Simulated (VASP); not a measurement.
# Al (P6_3/mmc) in VASP: further runs, part 2 of 2

VASP 6.6.1. The steps go on from the part before.

## (3) Single point, PBE+D3(BJ) (16.80 Å³/atom)

INCAR reads:

```
SYSTEM = Al
PREC = Accurate
ENCUT = 520
EDIFF = 1E-6
ISMEAR = 0
SIGMA = 0.15
LREAL = .FALSE.
LASPH = .TRUE.
NELM = 80
ALGO = Fast
ISIF = 2
LWAVE = .FALSE.
LCHARG = .FALSE.
GGA = PE
IVDW = 12
NBANDS = 14
```

KPOINTS reads:

```
Automatic mesh
0
G
  18 18 6
  0 0 0
```

POSCAR reads:

```
Al
1.0
    2.8888750283      0.0000000000      0.0000000000
   -1.4444375142      2.5018391629      0.0000000000
    0.0000000000      0.0000000000      9.2972665036
Al
4
Direct
    0.0000000000      0.0000000000      0.0000000000
    0.3333333333      0.6666666667      0.2500000000
    0.0000000000      0.0000000000      0.5000000000
    0.6666666667      0.3333333333      0.7500000000
```

Potentials or basis: VASP PAW PBE potentials, release 64 (Al).

On the command line:

```console
$ cat potpaw_PBE.64/Al/POTCAR > POTCAR
$ mpirun -np 1 vasp_std > vasp.out
```

OUTCAR:

```text
SYSTEM = Al
   PREC = Accurate
   ENCUT = 520
   EDIFF = 1E-6
   ISMEAR = 0
   LREAL = .FALSE.
   LASPH = .TRUE.
   NELM = 80
   ISIF = 2
   GGA = PE
   IVDW = 12
 IVDW          = 12

 ion  position               nearest neighbor table
   1  0.000  0.000  0.000-   2 2.86   4 2.86   4 2.86   2 2.86   4 2.86   2 2.86
   2  0.333  0.667  0.250-   1 2.86   3 2.86   1 2.86   3 2.86   1 2.86   3 2.86
   3  0.000  0.000  0.500-   2 2.86   4 2.86   4 2.86   2 2.86   4 2.86   2 2.86
   4  0.667  0.333  0.750-   1 2.86   3 2.86   1 2.86   3 2.86   1 2.86   3 2.86

  LATTYP: Found a hexagonal cell.
 ALAT       =     2.8888750283
 C/A-ratio  =     3.2183000000

  Lattice vectors:

 A1 = (   2.8888750283,   0.0000000000,   0.0000000000)
 A2 = (  -1.4444375142,   2.5018391629,   0.0000000000)
 A3 = (   0.0000000000,   0.0000000000,   9.2972665036)

Analysis of symmetry for initial positions (statically):
=====================================================================
 Subroutine PRICEL returns:
 Original cell was already a primitive cell.

 Routine SETGRP: Setting up the symmetry group for a
 hexagonal supercell.

 Subroutine GETGRP returns: Found 24 space group operations
[... 194 lines left out ...]
     13      19.3965      0.00000
     14      19.6105      0.00000
[... 377 lines left out ...]
      1       1.6081      2.00000
      2       3.2309      2.00000
      3       3.2439      2.00000
      4       4.1172      2.00000
      5       5.7516      2.00000
      6       5.7991      2.00000
      7       7.9514      0.18966
      8       8.3798      0.00000
      9      10.0977      0.00000
     10      10.3660      0.00000
     11      11.1772      0.00000
     12      11.9786      0.00000
     13      12.1562      0.00000
     14      15.8532      0.00000

 [... further k-points ...]

------------------------ aborting loop because EDIFF is reached ----------------------------------------

 Edisp (eV)   -1.32031

 E8    (eV) :    -0.5902

  FORCE on cell =-STRESS in cart. coord.  units (eV):
  Direction    XX          YY          ZZ          XY          YZ          ZX
  --------------------------------------------------------------------------------------
  -------------------------------------------------------------------------------------
  Total      -2.09577    -2.09577    -1.34847     0.00000     0.00000     0.00000
  in kB     -49.97006   -49.97006   -32.15198     0.00000     0.00000     0.00000
  external pressure =      -44.03 kB  Pullay stress =        0.00 kB

 VOLUME and BASIS-vectors are now :
 -----------------------------------------------------------------------------
  energy-cutoff  :      520.00
  volume of cell :       67.20
      direct lattice vectors                 reciprocal lattice vectors
     2.888875028  0.000000000  0.000000000     0.346155507  0.199852975  0.000000000
    -1.444437514  2.501839163  0.000000000     0.000000000  0.399705950  0.000000000
     0.000000000  0.000000000  9.297266504     0.000000000  0.000000000  0.107558496

 POSITION                                       TOTAL-FORCE (eV/Angst)
 -----------------------------------------------------------------------------------
      0.00000      0.00000      0.00000         0.000000      0.000000     -0.000000
     -0.00000      1.66789      2.32432         0.000000     -0.000000      0.000000
      0.00000      0.00000      4.64863         0.000000      0.000000     -0.000000
      1.44444      0.83395      6.97295        -0.000000      0.000000     -0.000000
 -----------------------------------------------------------------------------------
    total drift:                               -0.000000      0.000000      0.000000

  FREE ENERGIE OF THE ION-ELECTRON SYSTEM (eV)
  ---------------------------------------------------
  free  energy   TOTEN  =       -16.2537255992 eV

  energy  without entropy=      -16.2363171643  energy(sigma->0) =      -16.24502138
```

OSZICAR:

```text
N       E                     dE             d eps       ncg     rms          rms(c)
DAV:   1     0.549694255440E+01    0.54969E+01   -0.40842E+03  4160   0.654E+02
DAV:   2    -0.143766753254E+02   -0.19874E+02   -0.18359E+02  5404   0.865E+01
DAV:   3    -0.150213740254E+02   -0.64470E+00   -0.63788E+00  5486   0.127E+01
DAV:   4    -0.150257450864E+02   -0.43711E-02   -0.43705E-02  5010   0.134E+00
DAV:   5    -0.150257967077E+02   -0.51621E-04   -0.51622E-04  5422   0.147E-01    0.253E+00
RMM:   6    -0.149720921541E+02    0.53705E-01   -0.61289E-03  4163   0.457E-01    0.148E+00
RMM:   7    -0.149337110820E+02    0.38381E-01   -0.16706E-02  4296   0.730E-01    0.190E-01
RMM:   8    -0.149334186601E+02    0.29242E-03   -0.65458E-04  4504   0.171E-01    0.237E-02
RMM:   9    -0.149334217283E+02   -0.30681E-05   -0.10292E-04  4848   0.679E-02    0.270E-02
RMM:  10    -0.149334239732E+02   -0.22449E-05   -0.17642E-05  4882   0.299E-02    0.815E-03
RMM:  11    -0.149334174042E+02    0.65690E-05   -0.46069E-06  4576   0.122E-02    0.323E-03
RMM:  12    -0.149334182117E+02   -0.80755E-06   -0.13415E-06  3511   0.787E-03
   1 F= -.16253726E+02 E0= -.16245021E+02  d E =-.174084E-01
```

stdout:

```text
POSCAR found type information on POSCAR Al
 POSCAR found :  1 types and       4 ions
 scaLAPACK will be used
 LDA part: xc-table for (Slater+PW92), standard interpolation
 POSCAR, INCAR and KPOINTS ok, starting setup
 FFT: planning ... GRIDC
 FFT: planning ... GRID_SOFT
 FFT: planning ... GRID
 WAVECAR not read
 entering main loop
```

Wall time 89 s (1 thread of Intel Xeon Platinum 8488C (Sapphire Rapids), shared host); peak memory 0.26 GiB.

Results:

* Free energy: -16.2537 eV
* Pressure: -4.4 GPa
* Band gap on the k mesh: zero (bands 6 and 7 overlap by 5.61 eV)
* Dispersion energy per atom: -0.330 eV

Stress tensor (GPa, compression positive):
```
-5.00  0.00  0.00
 0.00 -5.00  0.00
 0.00  0.00 -3.22
```

Caveat: the cell stands under tension.
